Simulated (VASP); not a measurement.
# Li32F31 (a cell with a defect) in VASP: further runs

The runs below take Li32F31 (a cell with a defect) through single point, with PBEsol.

All numbers are computed with VASP 6.6.1; they aren't measurements. Logs are shortened: lines on timing, memory, paths and dates and some standing lists are left out, and cuts for length are marked.

## 1. The cell of the first run

The cell holds a defect, 63 atoms: a = 8.015 Å, b = 8.015 Å, c = 8.015 Å, α = 90.00°, β = 90.00°, γ = 90.00°.

## 2. Single point, PBEsol

Contents of INCAR:

```
SYSTEM = Li32F31
  PREC = Accurate
  ENCUT = 520
  EDIFF = 1E-7
  ISMEAR = -1
  SIGMA = 0.05
  LREAL = Auto
  LASPH = .True.
  NELM = 80
  ALGO = Normal
  ISIF = 2
  LWAVE = .False.
  LCHARG = .True.
  GGA = PS
  LELF = .True.
  LVHAR = .True.
  NBANDS = 194
  NELECT = 312.0
  ISYM = 0
```

Contents of KPOINTS:

```
Automatic mesh
0
Gamma
  1 1 1
  0.25 0.25 0.25
```

Contents of POSCAR:

```
Li32F31
1.0
    8.0151850000      0.0000000000      0.0000000000
    0.0000000000      8.0151850000      0.0000000000
    0.0000000000      0.0000000000      8.0151850000
F Li
31 32
Direct
    0.2496860000      0.0001660000      0.9998560000
    0.2496850000      0.0001530000      0.4998350000
    0.2496770000      0.5001680000      0.9998400000
    0.7496790000      0.0001830000      0.9998490000
    0.7496720000      0.0001750000      0.4998410000
    0.7496840000      0.5001650000      0.9998310000
    0.7496800000      0.5001720000      0.4998510000
    0.0011910000      0.2516710000      0.9998480000
    0.0056940000      0.2561910000      0.4998410000
    0.0011750000      0.7486740000      0.9998350000
    0.0056780000      0.7441680000      0.4998350000
    0.4981800000      0.2516780000      0.9998430000
    0.4936880000      0.2561380000      0.4998450000
    0.4981780000      0.7486570000      0.9998460000
    0.4936800000      0.7441600000      0.4998360000
    0.0011730000      0.0001740000      0.2513530000
    0.0011820000      0.0001670000      0.7483340000
    0.0056680000      0.5001710000      0.2558370000
    0.0056940000      0.5001700000      0.7438370000
    0.4981770000      0.0001730000      0.2513450000
    0.4981810000      0.0001590000      0.7483390000
    0.4936530000      0.5001580000      0.2558660000
    0.4936680000      0.5001640000      0.7438060000
    0.2496740000      0.2561780000      0.2558620000
    0.2496900000      0.2561450000      0.7438510000
    0.2496710000      0.7441710000      0.2558360000
    0.2496900000      0.7441540000      0.7438190000
    0.7496850000      0.2516810000      0.2513480000
    0.7496880000      0.2516790000      0.7483370000
    0.7496710000      0.7486650000      0.2513410000
    0.7496660000      0.7486700000      0.7483350000
    0.9981310000      0.0001820000      0.9998470000
    0.9962680000      0.0000810000      0.4998410000
    0.9963040000      0.5001520000      0.9997890000
    0.9764840000      0.5001860000      0.4998340000
    0.5012180000      0.0001900000      0.9998610000
    0.5030670000      0.0002160000      0.4998410000
    0.5030920000      0.5001710000      0.9998880000
    0.5228740000      0.5001380000      0.4998400000
    0.2496740000      0.2467670000      0.9998530000
    0.2496470000      0.2269560000      0.4998430000
    0.2496890000      0.7535680000      0.9998700000
    0.2497050000      0.7733500000      0.4998530000
    0.7496950000      0.2486350000      0.9998200000
    0.7497000000      0.2467640000      0.4998320000
    0.7496760000      0.7517110000      0.9998370000
    0.7496040000      0.7535690000      0.4998460000
    0.2496840000      0.0001470000      0.2464520000
    0.2497220000      0.0001570000      0.7532520000
    0.2496340000      0.5001500000      0.2266530000
    0.2497130000      0.5001810000      0.7730270000
    0.7496390000      0.0001730000      0.2483040000
    0.7496590000      0.0001800000      0.7513790000
    0.7497590000      0.5001520000      0.2464370000
    0.7496980000      0.5001620000      0.7532360000
    0.9997330000      0.2501880000      0.2499070000
    0.9997390000      0.2501850000      0.7497730000
    0.9997050000      0.7501350000      0.2498780000
    0.9997330000      0.7501200000      0.7497980000
    0.4996440000      0.2502220000      0.2499110000
    0.4996070000      0.2502380000      0.7497990000
    0.4996250000      0.7500910000      0.2499200000
    0.4996550000      0.7501150000      0.7497950000
```

Potentials or basis: VASP PAW PBE potentials, release 64 (F, Li_sv).

Command:

```
cat potpaw_PBE.64/F/POTCAR potpaw_PBE.64/Li_sv/POTCAR > POTCAR
mpirun -np 1 vasp_std > vasp.out
```

OUTCAR:

```text
SYSTEM = Li32F31
   PREC = Accurate
   ENCUT = 520
   EDIFF = 1E-7
   ISMEAR = -1
   LREAL = Auto
   LASPH = .True.
   NELM = 80
   ISIF = 2
   GGA = PS
   NELECT = 312.0
   ISYM = 0

 ion  position               nearest neighbor table
   1  0.250  0.000  1.000-  48 1.98  42 1.98  40 1.98  49 1.98  36 2.02  32 2.02
   2  0.250  0.000  0.500-  43 1.82  41 1.82  37 2.03  48 2.03  49 2.03  33 2.03
   3  0.250  0.500  1.000-  51 1.82  50 1.82  34 2.03  42 2.03  40 2.03  38 2.03
   4  0.750  0.000  1.000-  32 1.99  44 1.99  52 1.99  36 1.99  53 1.99  46 1.99
   5  0.750  0.000  0.500-  45 1.98  33 1.98  37 1.98  47 1.98  52 2.02  53 2.02
   6  0.750  0.500  1.000-  38 1.98  55 1.98  54 1.98  34 1.98  44 2.02  46 2.02
[... 43 lines left out ...]
  50  0.250  0.500  0.227-   3 1.82  18 1.97  24 1.97  26 1.97  22 1.97
  51  0.250  0.500  0.773-   3 1.82  23 1.97  27 1.97  19 1.97  25 1.97
  52  0.750  0.000  0.248-   4 1.99  20 2.02  30 2.02  28 2.02   5 2.02  16 2.02
  53  0.750  0.000  0.751-   4 1.99  21 2.02  29 2.02  31 2.02   5 2.02  17 2.02
  54  0.750  0.500  0.246-   6 1.98  28 1.99  30 1.99   7 2.03  18 2.05  22 2.05
  55  0.750  0.500  0.753-   6 1.98  29 1.99  31 1.99   7 2.03  19 2.05  23 2.05
  56  1.000  0.250  0.250-  16 2.00  28 2.00   8 2.00   9 2.00  24 2.00  18 2.00
  57  1.000  0.250  0.750-  17 2.00  29 2.00   9 2.00   8 2.00  25 2.00  19 2.00
  58  1.000  0.750  0.250-  30 2.00  16 2.00  10 2.00  11 2.00  18 2.00  26 2.00
  59  1.000  0.750  0.750-  10 2.00  17 2.00  31 2.00  19 2.00  27 2.00  11 2.00
  60  0.500  0.250  0.250-  28 2.00  20 2.00  13 2.00  12 2.00  22 2.00  24 2.00
  61  0.500  0.250  0.750-  12 2.00  25 2.00  23 2.00  21 2.00  29 2.00  13 2.00
  62  0.500  0.750  0.250-  30 2.00  15 2.00  22 2.00  14 2.00  20 2.00  26 2.00
  63  0.500  0.750  0.750-  31 2.00  21 2.00  14 2.00  23 2.00  15 2.00  27 2.00

IMPORTANT INFORMATION: All symmetrisations will be switched off!
NOSYMM: (Re-)initialisation of all symmetry stuff for point group C_1.

----------------------------------------------------------------------------------------

                                     Primitive cell

  volume of cell :     514.9211

  direct lattice vectors                    reciprocal lattice vectors
     8.015185000  0.000000000  0.000000000     0.124763184  0.000000000  0.000000000
     0.000000000  8.015185000  0.000000000     0.000000000  0.124763184  0.000000000
     0.000000000  0.000000000  8.015185000     0.000000000  0.000000000  0.124763184

  length of vectors
     8.015185000  8.015185000  8.015185000     0.124763184  0.124763184  0.124763184

  position of ions in fractional coordinates (direct lattice)
     0.249686000  0.000166000  0.999856000
     0.249685000  0.000153000  0.499835000
     0.249677000  0.500168000  0.999840000
     0.749679000  0.000183000  0.999849000
     0.749672000  0.000175000  0.499841000
     0.749684000  0.500165000  0.999831000
[... 55 lines left out ...]
     0.499625000  0.750091000  0.249920000
     0.499655000  0.750115000  0.749795000

[... 129 lines left out ...]
   EMIN   =  10.00;   EMAX   =-10.00  energy-range for DOS
   EFERMI =   0.00;   METHOD = LEGACY
   ISMEAR =    -1;   SIGMA  =   0.05  broadening in eV -4-tet -1-fermi 0-gaus
   EFERMI_NEDOS =   21; number of points for ismear=-14 and -15
   IALGO  =     38    algorithm
   IMIX   =      4    mixing-type and parameters
     AMIX     =   0.40;   BMIX     =  1.00
     AMIX_MAG =   1.60;   BMIX_MAG =  1.00
  volume/ion in A,a.u.               =       8.17        55.16
  Fermi-wavevector in a.u.,A,eV,Ry     =   1.385307  2.617851 26.110621  1.919077
  Thomas-Fermi vector in A             =   2.509730
   LORBIT       =      0    0 simple, 1 ext, 2 COOP (PROOUT), +10 PAW based schemes
   GGA     = PS    functional components
   LHFCALC =     F    Hartree Fock is set to
   AEXX    =    0.0000 exact exchange contribution
   IVDW    =     0    specifies the selected vdW correction
   LEPSILON=     F    determine dielectric tensor
   LRPA    =     F    only Hartree local field effects (RPA)
 non-spin polarized calculation
  energy-cutoff  :      520.00
  volume of cell :      514.92
 maximum number of plane-waves:     13823
   NGX = 29   NGY = 29   NGZ = 29

 number of electron     311.9999480 magnetization

 Free energy of the ion-electron system (eV)
  ---------------------------------------------------
  ext. energy  EPLUGINS =         0.00000000
  ---------------------------------------------------
  free energy    TOTEN  =      -311.47031847 eV

  energy without entropy =     -311.47031847  energy(sigma->0) =     -311.47031847

 E-fermi :   0.2537     XC(G=0): -10.1049

 val. band max:       -1.1323029419   @ k =  -0.2500   0.2500   0.2500
 cond. band min:       6.2666561053   @ k =   0.2500  -0.2500   0.2500
 fundamental gap:      7.3989590473
 Fermi energy:         0.2536661877

 k-point     1 :       0.2500    0.2500    0.2500
  band No.  band energies     occupation
      1     -41.3527      2.00000
      2     -41.3431      2.00000
      3     -41.3430      2.00000
      4     -41.3404      2.00000
      5     -41.3348      2.00000
      6     -41.3347      2.00000
[... 673 lines left out ...]
    167      10.2209      0.00000
    168      10.6414      0.00000
 [bands above 168 left out]

------------------------ aborting loop because EDIFF is reached ----------------------------------------

  FORCE on cell =-STRESS in cart. coord.  units (eV):
  Direction    XX          YY          ZZ          XY          YZ          ZX
  --------------------------------------------------------------------------------------
  -------------------------------------------------------------------------------------
  Total       -6.4665998     -6.4649200     -6.4656679      0.0011350     -0.0046280     -0.0002372
  in kB      -20.1208312    -20.1156043    -20.1179313      0.0035317     -0.0144000     -0.0007380
  external PRESSURE =     -20.1181223 kB  Pullay stress =       0.0000000 kB

 VOLUME and BASIS-vectors are now :
 -----------------------------------------------------------------------------
  energy-cutoff  :      520.00
  volume of cell :      514.92
      direct lattice vectors                 reciprocal lattice vectors
     8.015185000  0.000000000  0.000000000     0.124763184  0.000000000  0.000000000
     0.000000000  8.015185000  0.000000000     0.000000000  0.124763184  0.000000000
     0.000000000  0.000000000  8.015185000     0.000000000  0.000000000  0.124763184

 POSITION                                       TOTAL-FORCE (eV/Angst)
 -----------------------------------------------------------------------------------
      2.00128      0.00133      8.01403        -0.001092      0.000411     -0.000512
      2.00127      0.00123      4.00627        -0.001077      0.000618     -0.000183
      2.00121      4.00894      8.01390        -0.000822      0.000418     -0.000368
      6.00882      0.00147      8.01397        -0.001129      0.000275     -0.000621
      6.00876      0.00140      4.00632        -0.000945      0.000128     -0.000462
      6.00886      4.00892      8.01383        -0.000763      0.000571     -0.000201
[... 55 lines left out ...]
      4.00459      6.01212      2.00316        -0.002335      0.000110     -0.000454
      4.00483      6.01231      6.00975        -0.002836     -0.000141     -0.001335
 -----------------------------------------------------------------------------------
    total drift:                               -0.038518      0.025348     -0.027388

  FREE ENERGIE OF THE ION-ELECTRON SYSTEM (eV)
  ---------------------------------------------------
  free  energy   TOTEN  =      -311.4703184702 eV

  energy  without entropy=     -311.4703184702  energy(sigma->0) =     -311.47031847
```

Wall time 20 min (1 thread of Intel Xeon Platinum 8488C (Sapphire Rapids), shared host); peak memory 0.63 GiB.

Results:

```yaml
Free_energy: -311.4703 eV
Largest_force: 0.036 eV/Å
```

Forces in eV/Å, atoms in the order of the input:
```
F   -0.001  0.000 -0.001
F   -0.001  0.001  0.000
F   -0.001  0.000  0.000
F   -0.001  0.000 -0.001
F   -0.001  0.000  0.000
F   -0.001  0.001  0.000
F   -0.001  0.000 -0.001
F    0.000 -0.001  0.000
F   -0.006 -0.006 -0.001
F    0.000  0.000  0.000
F   -0.005  0.004  0.000
F    0.003 -0.002  0.001
F    0.007 -0.007  0.000
F    0.001  0.000  0.001
F    0.007  0.006  0.000
F    0.000  0.000  0.000
F    0.000 -0.001  0.000
F   -0.005  0.000 -0.005
F   -0.005  0.000  0.005
F    0.001  0.000  0.000
F    0.003 -0.001  0.002
F    0.007  0.001 -0.007
F    0.007  0.000  0.008
F    0.000 -0.006 -0.006
F   -0.001 -0.006  0.006
F    0.000  0.005 -0.005
F    0.000  0.006  0.006
F    0.002  0.000  0.000
F    0.001 -0.002  0.002
F    0.001  0.000  0.000
F    0.002  0.000  0.000
Li  -0.003  0.000  0.000
Li   0.003  0.001 -0.001
Li   0.002  0.001  0.000
Li   0.036  0.000  0.001
Li   0.007  0.000 -0.001
Li  -0.002  0.000  0.000
Li  -0.003  0.001 -0.001
Li  -0.033  0.000  0.001
Li  -0.001  0.002  0.000
Li   0.002  0.033  0.000
Li  -0.001 -0.003  0.000
Li   0.001 -0.035  0.000
Li  -0.002 -0.007  0.000
Li  -0.001  0.002  0.000
Li  -0.001  0.005  0.000
Li   0.001 -0.003 -0.001
Li  -0.001  0.001  0.002
Li  -0.002  0.000 -0.002
Li   0.003  0.001  0.034
Li   0.001 -0.001 -0.032
Li   0.000  0.000 -0.004
Li  -0.001  0.001  0.007
Li  -0.001  0.001  0.003
Li  -0.001  0.001 -0.002
Li  -0.001  0.002  0.000
Li  -0.001  0.002 -0.001
Li  -0.001  0.000  0.000
Li  -0.001  0.000 -0.002
Li  -0.003  0.002  0.000
Li  -0.002  0.001 -0.001
Li  -0.002  0.000  0.000
Li  -0.003  0.000 -0.001
```

Caveat: the cell carries a net charge on a neutralising background, which shifts energy and pressure; the cell is charged against a uniform background, so pressure and absolute levels hang on convention; the cutoff is under 1.25 times the usual one of these potentials, so pressure, stress and relaxed cells hold a basis-set (Pulay) error; the PAW data sets were made with another functional, which shifts forces and pressure a little.

(Part 1 of 2 ends here.)
